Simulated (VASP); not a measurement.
Input of a VASP 6.6.1 run:

Contents of INCAR:

```
SYSTEM = AlH2
PREC     = Accurate       ! precision mode
ENCUT    = 520            ! plane-wave cutoff, eV
EDIFF    = 1E-6           ! SCF threshold, eV
ISMEAR   = 0              ! smearing method
SIGMA    = 0.1            ! smearing width, eV
LREAL    = .False.        ! projectors in reciprocal space
LASPH    = .True.         ! aspherical terms in the spheres
NELM     = 100            ! most SCF steps
ALGO     = Normal         ! electronic algorithm
ISIF     = 2              ! what is computed and relaxed
LWAVE    = .False.        ! write WAVECAR
LCHARG   = .False.        ! write CHGCAR
GGA      = PE             ! functional
NBANDS   = 14             ! bands
```

KPOINTS

```
regular mesh
0
Gamma
  14 14 14
  0 0 0
```

Contents of POSCAR:

```
AlH2
1.0
   -1.8681914205      1.8681914205      4.5866697569
    1.8681914205     -1.8681914205      4.5866697569
    1.8681914205      1.8681914205     -4.5866697569
Al H
2 4
Direct
    0.0000000000      0.0000000000      0.0000000000
    0.7500000000      0.2500000000      0.5000000000
    0.2165467058      0.2165467058      0.0000000000
    0.9665467058      0.4665467058      0.5000000000
    0.5334532942      0.0334532942      0.5000000000
    0.7834532942      0.7834532942      0.0000000000
```

Potentials or basis: VASP PAW PBE potentials, release 64 (Al, H).

The run is started by

```console
$ cat potpaw_PBE.64/Al/POTCAR potpaw_PBE.64/H/POTCAR > POTCAR
$ mpirun -np 1 vasp_std > vasp.out
```

Q: What does it give for the pressure?

A: -0.1 GPa.

Q: Predict the band gap on the k mesh.

A: Zero (bands 5 and 6 overlap by 2.80 eV).

Forces on the atoms (eV/Å):
```
Al   0.000  0.000  0.000
Al   0.000  0.000  0.000
H    0.000  0.000  0.003
H    0.000  0.000  0.003
H    0.000  0.000 -0.003
H    0.000  0.000 -0.003
```
